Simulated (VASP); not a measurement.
# WS2 in VASP: a series of runs, part 2 of 2

VASP 6.6.1. Earlier steps stand in the parts before.

**3. Single point, PBE+D3(BJ)**

This run uses another cell than the first one, of 48.82 Å³/atom, 0.984 times its volume.

INCAR

```
SYSTEM = WS2
ALGO = Normal
EDIFF = 1E-6
ENCUT = 520
GGA = PE
ISIF = 2
ISMEAR = -1
IVDW = 12
LASPH = .True.
LCHARG = .False.
LREAL = .False.
LWAVE = .False.
NBANDS = 20
NELM = 100
PREC = Accurate
SIGMA = 0.05
```

KPOINTS

```
k-points
0
Gamma
  10 10 2
  0 0 0
```

POSCAR

```
WS2
1.0
    3.1597350157      0.0000000000      0.0000000000
   -1.5798675079      2.7364107928      0.0000000000
    0.0000000000      0.0000000000     16.9395653490
W S
1 2
Direct
    0.0000000000      0.0000000000      0.0000000000
    0.3333333333      0.6666666667      0.0930350099
    0.3333333333      0.6666666667      0.9069649901
```

Potentials or basis: VASP PAW PBE potentials, release 64 (W_sv, S).

Launch:

```console
$ cat potpaw_PBE.64/W_sv/POTCAR potpaw_PBE.64/S/POTCAR > POTCAR
$ mpirun -np 1 vasp_std > vasp.out
```

OUTCAR:

```text
SYSTEM = WS2
   EDIFF = 1E-6
   ENCUT = 520
   GGA = PE
   ISIF = 2
   ISMEAR = -1
   IVDW = 12
   LASPH = .True.
   LREAL = .False.
   NELM = 100
   PREC = Accurate
 IVDW          = 12

 ion  position               nearest neighbor table
   1  0.000  0.000  0.000-   2 2.41   3 2.41   2 2.41   3 2.41   2 2.41   3 2.41
   2  0.333  0.667  0.093-   1 2.41   1 2.41   1 2.41
   3  0.333  0.667  0.907-   1 2.41   1 2.41   1 2.41

  LATTYP: Found a hexagonal cell.
 ALAT       =     3.1597350157
 C/A-ratio  =     5.3610715028

  Lattice vectors:

[... 743 lines left out ...]
 Edisp (eV)   -0.93225

 E8    (eV) :    -0.4184

  FORCE on cell =-STRESS in cart. coord.  units (eV):
  Direction    XX          YY          ZZ          XY          YZ          ZX
  --------------------------------------------------------------------------------------
  -------------------------------------------------------------------------------------
  Total      -0.02193    -0.02193    -0.03077     0.00000    -0.00000     0.00000
  in kB      -0.23987    -0.23987    -0.33660     0.00000    -0.00000     0.00000
  external pressure =       -0.27 kB  Pullay stress =        0.00 kB

 VOLUME and BASIS-vectors are now :
 -----------------------------------------------------------------------------
  energy-cutoff  :      520.00
  volume of cell :      146.47
      direct lattice vectors                 reciprocal lattice vectors
     3.159735016  0.000000000  0.000000000     0.316482235  0.182721104  0.000000000
    -1.579867508  2.736410793  0.000000000     0.000000000  0.365442207  0.000000000
     0.000000000  0.000000000 16.939565349     0.000000000  0.000000000  0.059033392

 POSITION                                       TOTAL-FORCE (eV/Angst)
 -----------------------------------------------------------------------------------
      0.00000      0.00000      0.00000        -0.000000      0.000000      0.000000
     -0.00000      1.82427      1.57597         0.000000      0.000000      0.003029
     -0.00000      1.82427     15.36359         0.000000     -0.000000     -0.003029
 -----------------------------------------------------------------------------------
    total drift:                                0.000000     -0.000000     -0.000000

  FREE ENERGIE OF THE ION-ELECTRON SYSTEM (eV)
  ---------------------------------------------------
  free  energy   TOTEN  =       -24.5989394794 eV

  energy  without entropy=      -24.5989394793  energy(sigma->0) =      -24.59893948
```

OSZICAR:

```text
N       E                     dE             d eps       ncg     rms          rms(c)
DAV:   1     0.176126265726E+03    0.17613E+03   -0.12306E+04  1312   0.111E+03
DAV:   2    -0.112189573336E+02   -0.18735E+03   -0.18206E+03  1432   0.268E+02
DAV:   3    -0.248003066289E+02   -0.13581E+02   -0.13496E+02  1548   0.669E+01
[... 14 lines left out ...]
DAV:  18    -0.236666715038E+02   -0.31904E-04   -0.19471E-06  1084   0.601E-03    0.119E-02
DAV:  19    -0.236666792587E+02   -0.77549E-05   -0.30995E-07  1152   0.249E-03    0.600E-03
DAV:  20    -0.236666866239E+02   -0.73652E-05   -0.61968E-07  1104   0.264E-03    0.270E-03
DAV:  21    -0.236666877370E+02   -0.11131E-05   -0.75362E-08   960   0.117E-03    0.351E-03
DAV:  22    -0.236666877919E+02   -0.54943E-07   -0.90665E-09   848   0.521E-04
   1 F= -.24598939E+02 E0= -.24598939E+02  d E =-.130094E-09
```

Run time: 3 min. Hardware: 1 thread of AMD EPYC 7R43 (Zen 3), shared host; peak memory 0.24 GiB.

Results:

* Free energy: -24.5989 eV
* Largest force: 0.003 eV/Å
* Band gap on the k mesh: 2.22 eV, indirect (least direct gap 2.26 eV)
* Dispersion energy per atom: -0.311 eV

Forces in eV/Å, atoms in the order of the input:
```
W    0.000  0.000  0.000
S    0.000  0.000  0.003
S    0.000  0.000 -0.003
```

Caveat: spin-orbit coupling is left out, which moves the levels of the heavy elements.

**4. Single point, PBE+D3(BJ)**

This run uses another cell than the first one, of 48.87 Å³/atom, 0.985 times its volume.

INCAR

```
PREC = Accurate
ENCUT = 520
EDIFF = 1E-7
ISMEAR = -1
SIGMA = 0.05
LREAL = F
LASPH = T
NELM = 100
ALGO = Normal
ISIF = 2
LWAVE = F
LCHARG = F
GGA = PE
IVDW = 12
NBANDS = 20
```

KPOINTS

```
regular mesh
0
Gamma
  10 10 2
```

POSCAR

```
WS2
1.0
    3.1606713122      0.0000000000      0.0000000000
   -1.5803356561      2.7372216494      0.0000000000
    0.0000000000      0.0000000000     16.9448649624
W S
1 2
Direct
    0.0000000000      0.0000000000      0.0000000000
    0.3333333333      0.6666666667      0.0929677307
    0.3333333333      0.6666666667      0.9070322693
```

Launch:

```console
$ cat potpaw_PBE.64/W_sv/POTCAR potpaw_PBE.64/S/POTCAR > POTCAR
$ mpirun -np 1 vasp_std > vasp.out
```

It took 3.1 min on 1 thread of AMD EPYC 7R43 (Zen 3), shared host; peak memory 0.24 GiB.

The run converged. Its results:

```yaml
Free_energy: -24.5989 eV
Largest_force: 0.009 eV/Å
Band_gap_on_the_k_mesh: 2.22 eV, indirect (least direct gap 2.26 eV)
Dispersion_energy_per_atom: -0.311 eV
```

Forces on the atoms (eV/Å):
```
W    0.000  0.000  0.000
S    0.000  0.000  0.009
S    0.000  0.000 -0.009
```

Levels at points of the mesh, in eV from the valence-band top:
| k point | band 11 | band 12 | band 13 | band 14 | band 15 | band 16 |
| --- | --- | --- | --- | --- | --- | --- |
| (0.00, 0.00, 0.00) | -1.44 | -1.44 | 0.00 | 3.07 | 3.07 | 3.20 |
| (0.50, 0.00, 0.00) | -2.08 | -1.09 | -0.82 | 3.08 | 3.50 | 4.20 |
| (0.00, 0.00, 0.50) | -1.44 | -1.44 | 0.00 | 3.07 | 3.07 | 3.20 |
| (0.50, 0.00, 0.50) | -2.08 | -1.09 | -0.82 | 3.08 | 3.50 | 4.20 |

Caveat: three body term missing; spin-orbit coupling is left out, which moves the levels of the heavy elements.

**5. Single point, PBE+D4**

This run uses another cell than the first one, of 48.78 Å³/atom, 0.984 times its volume.

INCAR

```
SYSTEM = WS2
  PREC = Accurate
  ENCUT = 520
  EDIFF = 1E-6
  ISMEAR = -1
  SIGMA = 0.05
  LREAL = .False.
  LASPH = .True.
  NELM = 100
  ALGO = Normal
  ISIF = 2
  LWAVE = .False.
  LCHARG = .False.
  GGA = PE
  IVDW = 13
  NBANDS = 20
```

KPOINTS

```
regular mesh
0
Gamma
  10 10 2
  0 0 0
```

POSCAR

```
WS2
1.0
    3.1578319404      0.0000000000      0.0000000000
   -1.5789159702      2.7347626813      0.0000000000
    0.0000000000      0.0000000000     16.9445549657
W S
1 2
Direct
    0.0000000000      0.0000000000      0.0000000000
    0.3333333333      0.6666666667      0.0929728115
    0.3333333333      0.6666666667      0.9070271885
```

Launch:

```console
$ cat potpaw_PBE.64/W_sv/POTCAR potpaw_PBE.64/S/POTCAR > POTCAR
$ mpirun -np 1 vasp_std > vasp.out
```

It took 2.6 min on 1 thread of AMD EPYC 7R43 (Zen 3), shared host; peak memory 0.23 GiB.

Results (log left out):

- Free energy: -24.7015 eV
- Band gap on the k mesh: 2.22 eV, indirect (least direct gap 2.27 eV)
- Dispersion energy per atom: -0.345 eV

Forces in eV/Å, atoms in the order of the input:
```
W    0.000  0.000  0.000
S    0.000  0.000 -0.002
S    0.000  0.000  0.002
```

Levels at points of the mesh, in eV from the valence-band top:
| k point | band 11 | band 12 | band 13 | band 14 | band 15 | band 16 |
| --- | --- | --- | --- | --- | --- | --- |
| (0.00, 0.00, 0.00) | -1.43 | -1.43 | 0.00 | 3.08 | 3.08 | 3.22 |
| (0.50, 0.00, 0.00) | -2.08 | -1.08 | -0.82 | 3.10 | 3.52 | 4.21 |
| (0.00, 0.00, 0.50) | -1.43 | -1.43 | 0.00 | 3.08 | 3.08 | 3.22 |
| (0.50, 0.00, 0.50) | -2.08 | -1.08 | -0.82 | 3.10 | 3.52 | 4.21 |

Caveat: spin-orbit coupling is left out, which moves the levels of the heavy elements.

**6. Single point, PBE**

This run uses another cell than the first one, of 49.75 Å³/atom, 1.003 times its volume.

INCAR

```
PREC = Accurate ; ENCUT = 520
EDIFF = 1E-6 ; ISMEAR = -1
SIGMA = 0.05 ; LREAL = F
LASPH = T ; NELM = 80
ALGO = Normal ; ISIF = 2
LWAVE = F ; LCHARG = F
GGA = PE ; NBANDS = 20
```

KPOINTS

```
Automatic mesh
0
Gamma
  10 10 2
```

POSCAR

```
WS2
1.0
    3.1885473921      0.0000000000      0.0000000000
   -1.5942736961      2.7613630428      0.0000000000
    0.0000000000      0.0000000000     16.9507684004
W S
1 2
Direct
    0.0000000000      0.0000000000      0.0000000000
    0.3333333333      0.6666666667      0.0926738211
    0.3333333333      0.6666666667      0.9073261789
```

Potentials or basis: VASP PAW PBE potentials, release 64 (W_sv, S).

Launch:

```console
$ cat potpaw_PBE.64/W_sv/POTCAR potpaw_PBE.64/S/POTCAR > POTCAR
$ mpirun -np 1 vasp_std > vasp.out
```

Wall time 2.4 min (1 thread of AMD EPYC 7R43 (Zen 3), shared host); peak memory 0.22 GiB.

Results (log left out):

- Free energy: -23.6749 eV
- Band gap on the k mesh: 2.05 eV, indirect (least direct gap 2.15 eV)

Levels at points of the mesh, in eV from the valence-band top:
```csv
k point,band 10,band 11,band 12,band 13,band 14,band 15,band 16,band 17
"(0.00, 0.00, 0.00)",-2.06,-1.58,-1.58,0.00,2.91,2.91,3.06,3.06
"(0.50, 0.00, 0.00)",-3.35,-2.09,-1.24,-0.88,2.87,3.32,4.08,4.73
"(0.00, 0.00, 0.50)",-2.06,-1.58,-1.58,0.00,2.91,2.91,3.06,3.06
"(0.50, 0.00, 0.50)",-3.35,-2.09,-1.24,-0.88,2.87,3.32,4.08,4.73
```

Caveat: spin-orbit coupling is left out, which moves the levels of the heavy elements.

**7. Summary**

| level | cell | gap on the mesh (eV) | largest force (eV/Å) |
| --- | --- | --- | --- |
| PBEsol | a = 3.184, b = 3.184, c = 16.951 Å, angles 90.0, 90.0, 120.0°, 3 atoms | 1.99 | 0.10 |
| PBE+D3(BJ) | a = 3.160, b = 3.160, c = 16.940 Å, angles 90.0, 90.0, 120.0°, 3 atoms | 2.22 | - |
| PBE+D3(BJ) | a = 3.161, b = 3.161, c = 16.945 Å, angles 90.0, 90.0, 120.0°, 3 atoms | 2.22 | 0.01 |
| PBE+D4 | a = 3.158, b = 3.158, c = 16.945 Å, angles 90.0, 90.0, 120.0°, 3 atoms | 2.22 | - |
| PBE | a = 3.189, b = 3.189, c = 16.951 Å, angles 90.0, 90.0, 120.0°, 3 atoms | 2.05 | - |

Alike in all rows: task single point; potentials or basis VASP PAW PBE potentials, release 64 (W_sv, S); no spin polarisation; k mesh 10 × 10 × 2; cutoff (eV) 520; smearing fermi-dirac 0.05 eV.

Caveats: spin-orbit coupling is left out, which moves the levels of the heavy elements; the PAW data sets were made with another functional, which shifts forces and pressure a little (some runs); three body term missing (some runs).

Total energies depend on the potentials used, so only differences within one code and one set of settings carry meaning.
